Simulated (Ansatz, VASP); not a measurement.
# Ni in VASP and in Ansatz

The input INCAR:

```
SYSTEM = Ni
PREC     = Accurate       ! precision mode
ENCUT    = 520            ! plane-wave cutoff, eV
EDIFF    = 1E-7           ! SCF threshold, eV
ISMEAR   = 0              ! smearing method
SIGMA    = 0.1            ! smearing width, eV
LREAL    = .FALSE.        ! projectors in reciprocal space
LASPH    = .TRUE.         ! aspherical terms in the spheres
NELM     = 150            ! most SCF steps
ALGO     = Normal         ! electronic algorithm
ISIF     = 2              ! what is computed and relaxed
LWAVE    = .FALSE.        ! write WAVECAR
LCHARG   = .FALSE.        ! write CHGCAR
ISPIN    = 2              ! spin polarisation
MAGMOM   = 0.2            ! initial moments
LORBIT   = 11             ! projections on sites
LMAXMIX  = 4              ! l up to which the mixer works
GGA      = CA             ! functional
NBANDS   = 15             ! bands
```

Contents of KPOINTS:

```
regular mesh
0
G
  12 12 12
  0 0 0
```

POSCAR

```
Ni
1.0
    0.0000000000      1.7683500000      1.7683500000
    1.7683500000      0.0000000000      1.7683500000
    1.7683500000      1.7683500000      0.0000000000
Ni
1
Direct
    0.0000000000      0.0000000000      0.0000000000
```

Input for Ansatz:

```yaml
crystal:
  lattice:
    - [0.0, 1.76835, 1.76835]
    - [1.76835, 0.0, 1.76835]
    - [1.76835, 1.76835, 0.0]
  atoms:
    - { symbol: Ni, position: [0.0, 0.0, 0.0], spin: 0.2 }
magnetization:
  spin_polarized: true
hamiltonian:
  xc: lda
  pseudopotentials: { kind: paw }
basis:
  ecutwfc: 420
kpoints:
  mp_grid: { grid: [12, 12, 12] }
scf:
  occupations: { method: gaussian, width: 0.1 }
  lower_state_search: "off"
output:
  forces: true
  stress: true
```

Change from the starting cell: parallel moments scaled by 0.1, free total moment.

Alike in both runs: task single point; functional LDA; k mesh 12 × 12 × 12; occupations gaussian, width 0.1 eV; collinear spin.

|  | VASP | Ansatz |
| --- | --- | --- |
| version | VASP 6.6.1 | Ansatz 0.2.0 |
| potentials or method | VASP PAW LDA potentials, release 64 (Ni), cutoff 520 eV | PAW, plane waves, scalar-relativistic |
| valence electrons in the cell | 10 | 18 |

Ansatz gave:

```
pressure (GPa)                                                : -19.3
net moment per atom (μB)                                      : 0.67
size of the moment on the site where the two differ most (μB) : 0.71
```

Task: Which values does VASP return?

Result: Pressure (GPa): -19.4; net moment per atom (μB): 0.60; size of the moment on the site where the two differ most (μB): 0.61.

LDA's correlation is that of Perdew and Zunger in VASP and of Perdew and Wang (1992) in Ansatz. Site moments also hang on the region over which each program counts them. VASP's potentials hold 10 valence electrons a cell and Ansatz's 18, so a difference there can come from the potentials and not from the codes.
